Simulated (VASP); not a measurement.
# Sn2O: single point with r2SCAN

Sn2O:

```
CELL_PARAMETERS angstrom
2.73428 0.00000 0.00000
-1.36714 2.36796 0.00000
0.00000 0.00000 4.45982
ATOMIC_POSITIONS crystal
Sn 0.66667 0.33333 0.26889
Sn 0.33333 0.66667 0.73111
O 0.00000 0.00000 0.00000
```

```
Program                : VASP 6.6.1
Task                   : single point
Functional             : r2SCAN
Potentials or basis    : VASP PAW PBE potentials, release 64 (Sn_d, O)
Cutoff                 : 660 eV
k mesh                 : 6 × 6 × 4
Occupations            : gaussian, width 0.1 eV
Spin                   : no spin polarisation
Dipole correction      : no
Further INCAR settings : ALGO = Normal; EDIFF = 1e-06; NBANDS = 24
```

```
Pressure               : 283.8 GPa
Largest force          : 6.959 eV/Å
Band gap on the k mesh : zero (bands 17 and 18 overlap by 4.14 eV)
```

Forces on the atoms (eV/Å):
```
Sn   0.000  0.000  6.959
Sn   0.000  0.000 -6.959
O    0.000  0.000  0.000
```

Stress tensor (GPa, compression positive):
```
258.25   0.00   0.00
  0.00 258.25   0.00
  0.00   0.00 335.02
```

Levels at points of the mesh, in eV from the Fermi level:
```
           k point  band 13  band 14  band 15  band 16  band 17  band 18  band 19  band 20  band 21  band 22
(0.00, 0.00, 0.00)   -15.83   -10.03   -10.03    -3.49    -2.42     6.94     6.94     9.68    10.34    12.64
(0.50, 0.00, 0.00)   -12.99   -11.45    -8.61    -7.74    -3.53     1.40     2.04     4.57     5.95     7.23
(0.00, 0.00, 0.50)   -10.72   -10.13   -10.13    -8.21     2.14     4.56     8.26     8.26    10.79    11.10
(0.50, 0.00, 0.50)   -14.17   -11.10   -10.29    -4.89    -3.18     0.85     2.51     3.37     6.46     7.50
```

Run time: 33 s on 1 thread of Intel(R) Xeon(R) 6975P-C (Granite Rapids) (shared host), peak memory 0.18 GiB.

Caveat: the k points lie up to 0.44 Å⁻¹ apart, too coarse for converged energies and pressures of a metal; the PAW data sets were made with another functional, which shifts forces and pressure a little; spin-orbit coupling is left out, which moves the levels of the heavy elements.
